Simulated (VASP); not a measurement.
# Sb2O (I4/mmm) in VASP: a series of runs

The runs below take Sb2O through single point, with PBE.

All numbers are computed with VASP 6.6.1; they aren't measurements. Logs are shortened: lines on timing, memory, paths and dates and some standing lists are left out, and cuts for length are marked.

**1. The cell of the first run**

Symmetry: I4/mmm, No. 139, tetragonal system. The conventional cell has a = 3.127 Å, b = 3.127 Å, c = 11.964 Å, α = 90.00°, β = 90.00°, γ = 90.00°. Sb (site symmetry 4mm) has 4 O at 2.71 Å and 9 Sb at 3.12 to 3.62 Å within 3.7 Å. Within 3.6 Å of O (site symmetry 4/mmm) lie 8 Sb at 2.71 Å and 4 O at 3.13 Å.

The cell was generated, and may not be a known phase.

**2. Single point, PBE**

File INCAR:

```
PREC = Accurate ; ENCUT = 520
EDIFF = 1E-7 ; ISMEAR = 0
SIGMA = 0.1 ; LREAL = F
LASPH = T ; NELM = 60
ALGO = Normal ; ISIF = 2
LWAVE = F ; LCHARG = F
GGA = PE ; NBANDS = 15
```

File KPOINTS:

```
regular mesh
0
Gamma
  6 6 6
```

File POSCAR:

```
Sb2O
1.0
   -1.5636679075      1.5636679075      5.9820752966
    1.5636679075     -1.5636679075      5.9820752966
    1.5636679075      1.5636679075     -5.9820752966
Sb O
2 1
Direct
    0.6302108124      0.6302108124      0.0000000000
    0.3697891876      0.3697891876      0.0000000000
    0.0000000000      0.0000000000      0.0000000000
```

Potentials or basis: VASP PAW PBE potentials, release 64 (Sb, O).

Launch:

```console
cat potpaw_PBE.64/Sb/POTCAR potpaw_PBE.64/O/POTCAR > POTCAR
mpirun -np 1 vasp_std > vasp.out
```

OUTCAR:

```text
PREC = Accurate
   ENCUT = 520
   EDIFF = 1E-7
   ISMEAR = 0
   LREAL = F
   LASPH = T
   NELM = 60
   ISIF = 2
   GGA = PE

 ion  position               nearest neighbor table
   1  0.630  0.630  0.000-   3 2.71   3 2.71   3 2.71   3 2.71   2 3.12   2 3.62   2 3.62   2 3.62
                             2 3.62
   2  0.370  0.370  0.000-   3 2.71   3 2.71   3 2.71   3 2.71   1 3.12   1 3.62   1 3.62   1 3.62
                             1 3.62
   3  0.000  0.000  0.000-   1 2.71   1 2.71   1 2.71   2 2.71   1 2.71   2 2.71   2 2.71   2 2.71

  LATTYP: Found a body centered tetragonal cell.
 ALAT       =     3.1273358150
 C/A-ratio  =     3.8256686525

  Lattice vectors:

 A1 = (  -1.5636679075,   1.5636679075,   5.9820752966)
 A2 = (   1.5636679075,  -1.5636679075,   5.9820752966)
 A3 = (   1.5636679075,   1.5636679075,  -5.9820752966)

Analysis of symmetry for initial positions (statically):
=====================================================================
 Subroutine PRICEL returns:
 Original cell was already a primitive cell.

 Routine SETGRP: Setting up the symmetry group for a
 body centered tetragonal supercell.

 Subroutine GETGRP returns: Found 16 space group operations
 (whereof 16 operations were pure point group operations)
 out of a pool of 16 trial point group operations.

The static configuration has the point symmetry D_4h.

Analysis of symmetry for dynamics (positions and initial velocities):
=====================================================================
 Subroutine PRICEL returns:
 Original cell was already a primitive cell.

 Routine SETGRP: Setting up the symmetry group for a
 body centered tetragonal supercell.

 Subroutine GETGRP returns: Found 16 space group operations
 (whereof 16 operations were pure point group operations)
 out of a pool of 16 trial point group operations.

The dynamic configuration has the point symmetry D_4h.

 Subroutine INISYM returns: Found 16 space group operations
 (whereof 16 operations are pure point group operations),
 and found     1 'primitive' translations

----------------------------------------------------------------------------------------

                                     Primitive cell

  volume of cell :      58.5061

  direct lattice vectors                    reciprocal lattice vectors
    -1.563667907  1.563667907  5.982075297     0.000000000  0.319760991  0.083583034
     1.563667907 -1.563667907  5.982075297     0.319760991  0.000000000  0.083583034
     1.563667907  1.563667907 -5.982075297     0.319760991  0.319760991  0.000000000

  length of vectors
     6.377722125  6.377722125  6.377722125     0.330504486  0.330504486  0.452210330

  position of ions in fractional coordinates (direct lattice)
     0.630210812  0.630210812  0.000000000
     0.369789188  0.369789188  0.000000000
     0.000000000  0.000000000  0.000000000

  ion indices of the primitive-cell ions
   primitive index   ion index
                 1           1
                 2           2
                 3           3

----------------------------------------------------------------------------------------

 KPOINTS: regular mesh

Automatic generation of k-mesh.
 Grid dimensions read from file:
 generate k-points for:    6    6    6

 Generating k-lattice:

  Cartesian coordinates                     Fractional coordinates (reciprocal lattice)
     0.000000000  0.053293499  0.013930506     0.166666667  0.000000000 -0.000000000
     0.053293499  0.000000000  0.013930506     0.000000000  0.166666667 -0.000000000
     0.053293499  0.053293499  0.000000000     0.000000000  0.000000000  0.166666667

  Length of vectors
     0.055084081  0.055084081  0.075368388

  Shift w.r.t. Gamma in fractional coordinates (k-lattice)
     0.000000000  0.000000000  0.000000000

 Subroutine IBZKPT returns following result:
 ===========================================

 Found     30 irreducible k-points:

 Following reciprocal coordinates:
            Coordinates               Weight
  0.000000  0.000000  0.000000      1.000000
  0.166667  0.000000  0.000000      8.000000
  0.333333  0.000000  0.000000      8.000000
  0.500000  0.000000 -0.000000      4.000000
  0.166667  0.166667  0.000000      8.000000
  0.333333  0.166667 -0.000000     16.000000
[... 16 lines left out ...]
 -0.333333 -0.333333  0.166667      8.000000
 -0.166667 -0.333333  0.166667      8.000000
 [... further k-points ...]
   k-points           NKPTS =     30   k-points in BZ     NKDIM =     30   number of bands    NBANDS=     15
   number of dos      NEDOS =    301   number of ions     NIONS =      3
   total plane-waves  NPLWV = 110592
   dimension x,y,z NGX =    48 NGY =   48 NGZ =   48
   dimension x,y,z NGXF=    96 NGYF=   96 NGZF=   96
   ions per type =               2   1
   NGX,Y,Z   is equivalent  to a cutoff of  12.51, 12.51, 12.51 a.u.
   NGXF,Y,Z  is equivalent  to a cutoff of  25.02, 25.02, 25.02 a.u.
 SYSTEM =  unknown system
   PREC   = accura    normal or accurate (medium, high low for compatibility)
   ISTART =      0    job   : 0-new  1-cont  2-samecut
   ICHARG =      2    charge: 1-file 2-atom 10-const
   ISPIN  =      1    spin polarized calculation?
   LNONCOLLINEAR =      F non collinear calculations
   LSORBIT =      F    spin-orbit coupling
   LASPH  =      T    aspherical Exc in radial PAW
   ENCUT  =  520.0 eV  38.22 Ry    6.18 a.u.  11.86 11.86 11.86*2*pi/ulx,y,z
   NELM   =     60;   NELMIN=  2; NELMDL= -5     # of ELM steps
   EDIFF  = 0.1E-06   stopping-criterion for ELM
   LREAL  =      F    real-space projection
   EDIFFG = 0.1E-05   stopping-criterion for IOM
   NSW    =      0    number of steps for IOM
   IBRION =     -1    ionic relax: 0-MD 1-quasi-New 2-CG
   NFREE  =      0    steps in history (QN), initial steepest desc. (CG)
   ISIF   =      2    stress and relaxation
   ISYM   =      2    0-nonsym 1-usesym 2-fastsym
   POTIM  = 0.5000    time-step for ionic-motion
   TEBEG  =    0.0;   TEEND  =   0.0 temperature during run
   PSTRESS=    0.0 pullay stress
   NELECT =      16.0000    total number of electrons
   NUPDOWN=      -1.0000    fix difference up-down
   EMIN   =  10.00;   EMAX   =-10.00  energy-range for DOS
   EFERMI =   0.00;   METHOD = LEGACY
   ISMEAR =     0;   SIGMA  =   0.10  broadening in eV -4-tet -1-fermi 0-gaus
   EFERMI_NEDOS =   21; number of points for ismear=-14 and -15
   IALGO  =     38    algorithm
   IMIX   =      4    mixing-type and parameters
     AMIX     =   0.40;   BMIX     =  1.00
     AMIX_MAG =   1.60;   BMIX_MAG =  1.00
  volume/ion in A,a.u.               =      19.50       131.61
  Fermi-wavevector in a.u.,A,eV,Ry     =   1.062628  2.008075 15.363398  1.129178
  Thomas-Fermi vector in A             =   2.198085
   LORBIT       =      0    0 simple, 1 ext, 2 COOP (PROOUT), +10 PAW based schemes
   GGA     = PE    functional components
   LHFCALC =     F    Hartree Fock is set to
   AEXX    =    0.0000 exact exchange contribution
   IVDW    =     0    specifies the selected vdW correction
   LEPSILON=     F    determine dielectric tensor
   LRPA    =     F    only Hartree local field effects (RPA)
 non-spin polarized calculation
 Gauss-broadening in eV      SIGMA  =   0.10
  energy-cutoff  :      520.00
  volume of cell :       58.51
 maximum number of plane-waves:      1598
   NGX = 23   NGY = 23   NGZ = 23

 number of electron      15.9999999 magnetization

 Free energy of the ion-electron system (eV)
  ---------------------------------------------------
  ext. energy  EPLUGINS =         0.00000000
  ---------------------------------------------------
  free energy    TOTEN  =       -13.09265851 eV

  energy without entropy =      -13.08577822  energy(sigma->0) =      -13.08921837

 E-fermi :   8.2795     XC(G=0): -10.6368

 val. band max:        8.2748834909   @ k =   0.5000   0.3333  -0.0000
 cond. band min:       8.2808950672   @ k =   0.5000   0.5000   0.1667
 fundamental gap:      0.0060115764
 Fermi energy:         8.2794580868

 k-point     1 :       0.0000    0.0000    0.0000
  band No.  band energies     occupation
      1      -9.9033      2.00000
      2      -3.0796      2.00000
      3      -2.0411      2.00000
      4       4.3694      2.00000
      5       5.5979      2.00000
      6       5.5979      2.00000
      7       6.3292      2.00000
      8      11.7917      0.00000
      9      11.7917      0.00000
     10      13.1455      0.00000
     11      13.8524      0.00000
     12      13.8524      0.00000
     13      15.3581      0.00000
     14      15.5371      0.00000
     15      15.9405      0.00000

 k-point     2 :       0.1667    0.0000    0.0000
  band No.  band energies     occupation
      1      -9.7483      2.00000
      2      -2.8866      2.00000
      3      -1.6239      2.00000
      4       3.4528      2.00000
      5       5.7258      2.00000
      6       5.8423      2.00000
      7       6.6386      2.00000
      8       9.4264      0.00000
      9      11.0887      0.00000
     10      12.2225      0.00000
     11      12.5776      0.00000
     12      13.8695      0.00000
     13      15.8926      0.00000
     14      16.7334      0.00000
     15      17.6527      0.00000

 k-point     3 :       0.3333    0.0000    0.0000
  band No.  band energies     occupation
      1      -9.4102      2.00000
      2      -2.3021      2.00000
      3      -0.8114      2.00000
      4       3.0179      2.00000
      5       3.8597      2.00000
      6       6.0007      2.00000
      7       6.7895      2.00000
      8       8.1880      1.80431
      9       8.9647      0.00000
     10      11.3451      0.00000
     11      13.1728      0.00000
     12      14.0212      0.00000
     13      16.1655      0.00000
     14      17.2567      0.00000
     15      18.1788      0.00000

 k-point     4 :       0.5000    0.0000   -0.0000
  band No.  band energies     occupation
      1      -9.2239      2.00000
      2      -1.9283      2.00000
      3      -0.2493      2.00000
      4       2.2988      2.00000
      5       4.3615      2.00000
      6       4.4849      2.00000
      7       6.1492      2.00000
      8       7.9846      1.99997
      9      10.0179      0.00000
     10      10.1363      0.00000
     11      13.4621      0.00000
     12      14.5074      0.00000
     13      15.9312      0.00000
     14      16.7200      0.00000
     15      19.0074      0.00000
[... 307 lines left out ...]
 k-point    22 :      -0.1667    0.5000    0.1667
  band No.  band energies     occupation
      1      -9.4053      2.00000
      2      -2.1461      2.00000
      3      -1.2768      2.00000
      4       3.8510      2.00000
      5       4.3075      2.00000
      6       5.9039      2.00000
      7       5.9969      2.00000
      8       7.4721      2.00000
      9       9.7944      0.00000
     10      10.8696      0.00000
     11      13.0081      0.00000
     12      14.3304      0.00000
     13      15.2145      0.00000
     14      17.3441      0.00000
     15      19.3115      0.00000

 k-point    23 :      -0.3333   -0.3333    0.1667
  band No.  band energies     occupation
      1      -9.5977      2.00000
      2      -2.7573      2.00000
      3      -1.3028      2.00000
      4       4.2744      2.00000
      5       4.7608      2.00000
      6       5.5788      2.00000
      7       7.9168      2.00000
      8       9.3847      0.00000
      9       9.6666      0.00000
     10      10.2409      0.00000
     11      10.7931      0.00000
     12      12.3963      0.00000
     13      17.2760      0.00000
     14      17.5974      0.00000
     15      19.0068      0.00000

 k-point    24 :      -0.1667   -0.3333    0.1667
  band No.  band energies     occupation
      1      -9.7397      2.00000
      2      -3.0600      2.00000
      3      -1.5024      2.00000
      4       3.8038      2.00000
      5       5.5545      2.00000
      6       5.7154      2.00000
      7       7.0193      2.00000
      8       9.5291      0.00000
      9      10.5122      0.00000
     10      11.7434      0.00000
     11      12.3369      0.00000
     12      13.7875      0.00000
     13      15.5418      0.00000
     14      17.7162      0.00000
     15      18.0927      0.00000

 [... further k-points ...]

------------------------ aborting loop because EDIFF is reached ----------------------------------------

  FORCE on cell =-STRESS in cart. coord.  units (eV):
  Direction    XX          YY          ZZ          XY          YZ          ZX
  --------------------------------------------------------------------------------------
  -------------------------------------------------------------------------------------
  Total       -0.0988753     -0.0988753     -0.0374393      0.0000000      0.0000000     -0.0000000
  in kB       -2.7076818     -2.7076818     -1.0252667      0.0000000      0.0000000     -0.0000000
  external PRESSURE =      -2.1468768 kB  Pullay stress =       0.0000000 kB

 VOLUME and BASIS-vectors are now :
 -----------------------------------------------------------------------------
  energy-cutoff  :      520.00
  volume of cell :       58.51
      direct lattice vectors                 reciprocal lattice vectors
    -1.563667907  1.563667907  5.982075297     0.000000000  0.319760991  0.083583034
     1.563667907 -1.563667907  5.982075297     0.319760991  0.000000000  0.083583034
     1.563667907  1.563667907 -5.982075297     0.319760991  0.319760991  0.000000000

 POSITION                                       TOTAL-FORCE (eV/Angst)
 -----------------------------------------------------------------------------------
      0.00000      0.00000      7.53994         0.000000      0.000000     -0.049768
      0.00000      0.00000      4.42421        -0.000000     -0.000000      0.049768
      0.00000      0.00000      0.00000        -0.000000     -0.000000      0.000000
 -----------------------------------------------------------------------------------
    total drift:                                0.000000     -0.000000     -0.000000

  FREE ENERGIE OF THE ION-ELECTRON SYSTEM (eV)
  ---------------------------------------------------
  free  energy   TOTEN  =       -13.0926585139 eV

  energy  without entropy=      -13.0857782191  energy(sigma->0) =      -13.08921837
```

It took 2.9 min on 1 thread of Intel Xeon 8259CL, shared host; peak memory 0.31 GiB.

Results:

```yaml
Free_energy: -13.0927 eV
Pressure: -0.2 GPa
Largest_force: 0.050 eV/Å
Band_gap_on_the_k_mesh: zero (bands 8 and 9 overlap by 4.61 eV)
```

Forces in eV/Å, atoms in the order of the input:
```
Sb   0.000  0.000 -0.050
Sb   0.000  0.000  0.050
O    0.000  0.000  0.000
```

Caveat: spin-orbit coupling is left out, which moves the levels of the heavy elements.

**3. Single point, PBE**

This run uses another cell than the first one, of 21.81 Å³/atom.

File INCAR:

```
PREC = Accurate ; ENCUT = 520
EDIFF = 1E-6 ; ISMEAR = 0
SIGMA = 0.1 ; LREAL = False
LASPH = True ; NELM = 100
ALGO = Normal ; ISIF = 2
LWAVE = False ; LCHARG = False
GGA = PE ; NBANDS = 15
```

KPOINTS is that of step 2.

File POSCAR:

```
Sb2O
1.0
   -1.8498819300      1.8498819300      4.7801568700
    1.8498819300     -1.8498819300      4.7801568700
    1.8498819300      1.8498819300     -4.7801568700
Sb O
2 1
Direct
    0.6603277900      0.6603277900      0.0000000000
    0.3396722100      0.3396722100      0.0000000000
    0.0000000000      0.0000000000      0.0000000000
```

Potentials or basis: VASP PAW PBE potentials, release 64 (Sb, O).

Launch:

```console
cat potpaw_PBE.64/Sb/POTCAR potpaw_PBE.64/O/POTCAR > POTCAR
mpirun -np 1 vasp_std > vasp.out
```

It took 2.1 min on 1 thread of Intel Xeon 8259CL, shared host; peak memory 0.26 GiB.

It converged, with:

```yaml
Free_energy: -12.4796 eV
Pressure: -7.0 GPa
Largest_force: 0.753 eV/Å
Band_gap_on_the_k_mesh: zero (bands 8 and 9 overlap by 1.54 eV)
```

Forces on the atoms (eV/Å):
```
Sb   0.000  0.000 -0.753
Sb   0.000  0.000  0.753
O    0.000  0.000  0.000
```

Stress tensor (GPa, compression positive):
```
-6.31  0.00  0.00
 0.00 -6.31  0.00
 0.00  0.00 -8.49
```

Levels at points of the mesh, in eV from the Fermi level:
```
           k point  band 5  band 6  band 7  band 8  band 9  band 10  band 11  band 12
(0.00, 0.00, 0.00)   -1.92   -1.76   -1.76   -0.35   -0.35     3.76     4.15     4.15
(0.50, 0.00, 0.00)   -1.99   -1.53   -1.39   -0.18    1.34     2.17     2.67     3.44
(0.50, 0.50, 0.00)   -4.11   -3.27   -1.95   -1.75   -0.88     1.62     2.62     2.77
(0.50, 0.50, 0.50)   -2.41   -1.28    0.57    0.57    0.98     2.35     4.00     4.67
```

Caveat: the cell stands under tension; spin-orbit coupling is left out, which moves the levels of the heavy elements.

[end of part 1 of 2]

The gap in the log of VASP goes by the Fermi energy; the results here count the filled bands.